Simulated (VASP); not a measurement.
# SnSe (Fm-3m) in VASP: a series of runs, part 2 of 2

VASP 6.6.1. The steps go on from the part before.

## Step 3: Electric field gradients, PBEsol (volume scaled by 1.06)

Input file INCAR:

```
PREC     = Accurate       # precision mode
ENCUT    = 520            # plane-wave cutoff, eV
EDIFF    = 1E-8           # SCF threshold, eV
ISMEAR   = -1             # smearing method
SIGMA    = 0.05           # smearing width, eV
LREAL    = False          # projectors in reciprocal space
LASPH    = True           # aspherical terms in the spheres
NELM     = 100            # most SCF steps
ALGO     = Normal         # electronic algorithm
ISIF     = 2              # what is computed and relaxed
LWAVE    = False          # write WAVECAR
LCHARG   = False          # write CHGCAR
GGA      = PS             # functional
LEFG     = True         
NBANDS   = 17             # bands
```

Input file KPOINTS:

```
Automatic mesh
0
Gamma
  11 11 11
```

Input file POSCAR:

```
SnSe
1.0
    0.0000000000      3.0694768146      3.0694768146
    3.0694768146      0.0000000000      3.0694768146
    3.0694768146      3.0694768146      0.0000000000
Sn Se
1 1
Direct
    0.0000000000      0.0000000000      0.0000000000
    0.5000000000      0.5000000000      0.5000000000
```

Potentials or basis: VASP PAW PBE potentials, release 64 (Sn_d, Se).

The run is started by

```sh
cat potpaw_PBE.64/Sn_d/POTCAR potpaw_PBE.64/Se/POTCAR > POTCAR
mpirun -np 1 vasp_std > vasp.out
```

OUTCAR:

```text
PREC = Accurate
   ENCUT = 520
   EDIFF = 1E-8
   ISMEAR = -1
   LREAL = False
   LASPH = True
   NELM = 100
   ISIF = 2
   GGA = PS

 ion  position               nearest neighbor table
   1  0.000  0.000  0.000-   2 3.07   2 3.07   2 3.07   2 3.07   2 3.07   2 3.07
   2  0.500  0.500  0.500-   1 3.07   1 3.07   1 3.07   1 3.07   1 3.07   1 3.07

  LATTYP: Found a face centered cubic cell.
 ALAT       =     6.1389536292

  Lattice vectors:

 A1 = (   0.0000000000,   3.0694768146,   3.0694768146)
 A2 = (   3.0694768146,   0.0000000000,   3.0694768146)
 A3 = (   3.0694768146,   3.0694768146,   0.0000000000)

Analysis of symmetry for initial positions (statically):
=====================================================================
 Subroutine PRICEL returns:
 Original cell was already a primitive cell.

 Routine SETGRP: Setting up the symmetry group for a
 face centered cubic supercell.

 Subroutine GETGRP returns: Found 48 space group operations
 (whereof 48 operations were pure point group operations)
 out of a pool of 48 trial point group operations.

The static configuration has the point symmetry O_h .

Analysis of symmetry for dynamics (positions and initial velocities):
=====================================================================
 Subroutine PRICEL returns:
 Original cell was already a primitive cell.

 Routine SETGRP: Setting up the symmetry group for a
 face centered cubic supercell.

 Subroutine GETGRP returns: Found 48 space group operations
 (whereof 48 operations were pure point group operations)
 out of a pool of 48 trial point group operations.

The dynamic configuration has the point symmetry O_h .

 Subroutine INISYM returns: Found 48 space group operations
 (whereof 48 operations are pure point group operations),
 and found     1 'primitive' translations

----------------------------------------------------------------------------------------

                                     Primitive cell

  volume of cell :      57.8393

  direct lattice vectors                    reciprocal lattice vectors
     0.000000000  3.069476815  3.069476815    -0.162894210  0.162894210  0.162894210
     3.069476815  0.000000000  3.069476815     0.162894210 -0.162894210  0.162894210
     3.069476815  3.069476815  0.000000000     0.162894210  0.162894210 -0.162894210

  length of vectors
     4.340895741  4.340895741  4.340895741     0.282141048  0.282141048  0.282141048

  position of ions in fractional coordinates (direct lattice)
     0.000000000  0.000000000  0.000000000
     0.500000000  0.500000000  0.500000000

  ion indices of the primitive-cell ions
   primitive index   ion index
                 1           1
                 2           2

----------------------------------------------------------------------------------------

 KPOINTS: Automatic mesh

Automatic generation of k-mesh.
 Grid dimensions read from file:
[... 71 lines left out ...]
   ISIF   =      2    stress and relaxation
   ISYM   =      2    0-nonsym 1-usesym 2-fastsym
   POTIM  = 0.5000    time-step for ionic-motion
   TEBEG  =    0.0;   TEEND  =   0.0 temperature during run
   PSTRESS=    0.0 pullay stress
   NELECT =      20.0000    total number of electrons
   NUPDOWN=      -1.0000    fix difference up-down
   EMIN   =  10.00;   EMAX   =-10.00  energy-range for DOS
   EFERMI =   0.00;   METHOD = LEGACY
   ISMEAR =    -1;   SIGMA  =   0.05  broadening in eV -4-tet -1-fermi 0-gaus
   EFERMI_NEDOS =   21; number of points for ismear=-14 and -15
   IALGO  =     38    algorithm
   IMIX   =      4    mixing-type and parameters
     AMIX     =   0.40;   BMIX     =  1.00
     AMIX_MAG =   1.60;   BMIX_MAG =  1.00
  volume/ion in A,a.u.               =      28.92       195.16
  Fermi-wavevector in a.u.,A,eV,Ry     =   1.149063  2.171414 17.964392  1.320346
  Thomas-Fermi vector in A             =   2.285735
   LORBIT       =      0    0 simple, 1 ext, 2 COOP (PROOUT), +10 PAW based schemes
   GGA     = PS    functional components
   LHFCALC =     F    Hartree Fock is set to
   AEXX    =    0.0000 exact exchange contribution
   IVDW    =     0    specifies the selected vdW correction
   LEPSILON=     F    determine dielectric tensor
   LRPA    =     F    only Hartree local field effects (RPA)
 non-spin polarized calculation
  energy-cutoff  :      520.00
  volume of cell :       57.84
 maximum number of plane-waves:      1584
   NGX = 17   NGY = 17   NGZ = 17

 number of electron      19.9999991 magnetization

 Free energy of the ion-electron system (eV)
  ---------------------------------------------------
  ext. energy  EPLUGINS =         0.00000000
  ---------------------------------------------------
  free energy    TOTEN  =        -8.90326847 eV

  energy without entropy =       -8.90315316  energy(sigma->0) =       -8.90321082

 E-fermi :   4.9425     XC(G=0):  -9.5123

 val. band max:        4.6682890039   @ k =   0.4545   0.0000   0.0000
 cond. band min:       5.2299821156   @ k =  -0.3636   0.0909   0.0000
 fundamental gap:      0.5616931117
 Fermi energy:         4.9425312240

 k-point     1 :       0.0000    0.0000    0.0000
  band No.  band energies     occupation
      1     -16.6935      2.00000
      2     -16.6935      2.00000
      3     -16.6935      2.00000
      4     -16.6904      2.00000
      5     -16.6904      2.00000
      6      -8.6786      2.00000
[... 457 lines left out ...]
      4     -16.6893      2.00000
      5     -16.6855      2.00000
      6      -8.1911      2.00000
[... 9 lines left out ...]
     16      13.6160      0.00000
     17      14.0337      0.00000

 [... further k-points ...]

------------------------ aborting loop because EDIFF is reached ----------------------------------------

  FORCE on cell =-STRESS in cart. coord.  units (eV):
  Direction    XX          YY          ZZ          XY          YZ          ZX
  --------------------------------------------------------------------------------------
  -------------------------------------------------------------------------------------
  Total       -1.5354245     -1.5354245     -1.5354245      0.0000000      0.0000000     -0.0000000
  in kB      -42.5320167    -42.5320167    -42.5320167      0.0000000      0.0000000     -0.0000000
  external PRESSURE =     -42.5320167 kB  Pullay stress =       0.0000000 kB

 VOLUME and BASIS-vectors are now :
 -----------------------------------------------------------------------------
  energy-cutoff  :      520.00
  volume of cell :       57.84
      direct lattice vectors                 reciprocal lattice vectors
     0.000000000  3.069476815  3.069476815    -0.162894210  0.162894210  0.162894210
     3.069476815  0.000000000  3.069476815     0.162894210 -0.162894210  0.162894210
     3.069476815  3.069476815  0.000000000     0.162894210  0.162894210 -0.162894210

 POSITION                                       TOTAL-FORCE (eV/Angst)
 -----------------------------------------------------------------------------------
      0.00000      0.00000      0.00000         0.000000      0.000000      0.000000
      3.06948      3.06948      3.06948         0.000000     -0.000000     -0.000000
 -----------------------------------------------------------------------------------
    total drift:                                0.000000     -0.000000     -0.000000

  FREE ENERGIE OF THE ION-ELECTRON SYSTEM (eV)
  ---------------------------------------------------
  free  energy   TOTEN  =        -8.9032684746 eV

  energy  without entropy=       -8.9031531615  energy(sigma->0) =       -8.90321082

 Electric field gradients (V/A^2)
---------------------------------------------------------------------
 ion       V_xx      V_yy      V_zz      V_xy      V_xz      V_yz
---------------------------------------------------------------------
   1       0.000     0.000    -0.000    -0.001    -0.001    -0.001
   2      -0.000     0.000     0.000     0.000     0.000     0.000
---------------------------------------------------------------------

 Electric field gradients after diagonalization (V/A^2)
 (convention: |V_zz| > |V_xx| > |V_yy|)
----------------------------------------------------------------------
 ion       V_xx      V_yy      V_zz     asymmetry (V_yy - V_xx)/ V_zz
----------------------------------------------------------------------
   1       0.001     0.001    -0.001       0.000
   2      -0.000    -0.000     0.001       0.000
----------------------------------------------------------------------

           NMR quadrupolar parameters

 Cq : quadrupolar parameter    Cq=e*Q*V_zz/h
 eta: asymmetry parameters     (V_yy - V_xx)/ V_zz
 Q  : nuclear electric quadrupole moment in mb (millibarn)
----------------------------------------------------------------------
 ion       Cq(MHz)       eta       Q (mb)
----------------------------------------------------------------------
   1      -0.000       0.000       1.000
   2       0.000       0.000       1.000
----------------------------------------------------------------------
```

Run time: 49 s. Hardware: 1 thread of Intel Xeon 8259CL, shared host; peak memory 0.21 GiB.

Results:

```
Free energy : -8.9033 eV
Pressure    : -4.3 GPa
```

Caveat: the cell differs from its parent crystal (volume scaled by 1.06); this odd mesh misses L, where the gap lies, so gap, dielectric constants and Born charges aren't listed; without QUAD_EFG the Cq values of the log hold for a quadrupole moment of 1 mb, not for the nuclei; the PAW data sets were made with another functional, which shifts forces and pressure a little; spin-orbit coupling is left out, which moves the levels of the heavy elements.

## Step 4: Density of states, PBEsol

This run uses another cell than the first one, of 27.28 Å³/atom, 0.980 times its volume.

Input file POSCAR:

```
SnSe
1.0
    0.0000000000      3.0104337128      3.0104337128
    3.0104337128      0.0000000000      3.0104337128
    3.0104337128      3.0104337128      0.0000000000
Sn Se
1 1
Direct
    0.0000000000      0.0000000000      0.0000000000
    0.5000000000      0.5000000000      0.5000000000
```

Input file INCAR.step1:

```
PREC = Accurate ; ENCUT = 520
EDIFF = 1E-6 ; ISMEAR = -1
SIGMA = 0.05 ; LREAL = F
LASPH = T ; NELM = 100
ALGO = Normal ; ISIF = 2
LWAVE = F ; LCHARG = T
GGA = PS ; NBANDS = 17
```

Input file KPOINTS.step1:

```
Automatic mesh
0
Gamma
  11 11 11
```

Input file INCAR.step2:

```
PREC = Accurate ; ENCUT = 520
EDIFF = 1E-6 ; ISMEAR = -5
SIGMA = 0.05 ; LREAL = F
LASPH = T ; NELM = 100
ALGO = Normal ; ISIF = 2
LWAVE = F ; LCHARG = F
GGA = PS ; LORBIT = 10
NBANDS = 17 ; NEDOS = 1001
ICHARG = 11
```

Input file KPOINTS.step2:

```
Automatic mesh
0
Gamma
  17 17 17
```

The run is started by

```sh
cat potpaw_PBE.64/Sn_d/POTCAR potpaw_PBE.64/Se/POTCAR > POTCAR
cp INCAR.step1 INCAR
cp KPOINTS.step1 KPOINTS
mpirun -np 1 vasp_std > vasp.out
cp INCAR.step2 INCAR
cp KPOINTS.step2 KPOINTS
mpirun -np 1 vasp_std > vasp.out
```

Wall time 2.1 min (1 thread of Intel Xeon 8259CL, shared host); peak memory 0.29 GiB.

Results (log left out):

```yaml
Valence_electrons_inside_the_program's_atomic_spheres: Sn 12.04; Se 3.78
```

Levels at points of the mesh, in eV from the Fermi level:
| k point | band 8 | band 9 | band 10 | band 11 | band 12 | band 13 |
| --- | --- | --- | --- | --- | --- | --- |
| (0.00, 0.00, 0.00) | -2.22 | -2.22 | -2.22 | 4.24 | 4.24 | 4.24 |

Caveat: this odd mesh misses L, where the gap lies, so gap, dielectric constants and Born charges aren't listed; the PAW data sets were made with another functional, which shifts forces and pressure a little; spin-orbit coupling is left out, which moves the levels of the heavy elements.

## Step 5: The runs side by side

```tsv
task	cell	k mesh for the DOS	occupations for the DOS	pressure (GPa)
electric field gradients	a = 4.286 Å, angles 60.0°, 2 atoms	-	-	-2.7
electric field gradients	a = 4.341 Å, angles 60.0°, 2 atoms	-	-	-4.3
density of states	a = 4.257 Å, angles 60.0°, 2 atoms	17 × 17 × 17	tetrahedron	-
```

Alike in all rows: level PBEsol; potentials or basis VASP PAW PBE potentials, release 64 (Sn_d, Se); no spin polarisation; k mesh 11 × 11 × 11; cutoff (eV) 520; smearing fermi-dirac 0.05 eV.

Caveats: the PAW data sets were made with another functional, which shifts forces and pressure a little; spin-orbit coupling is left out, which moves the levels of the heavy elements.

Total energies depend on the potentials used, so only differences within one code and one set of settings carry meaning.
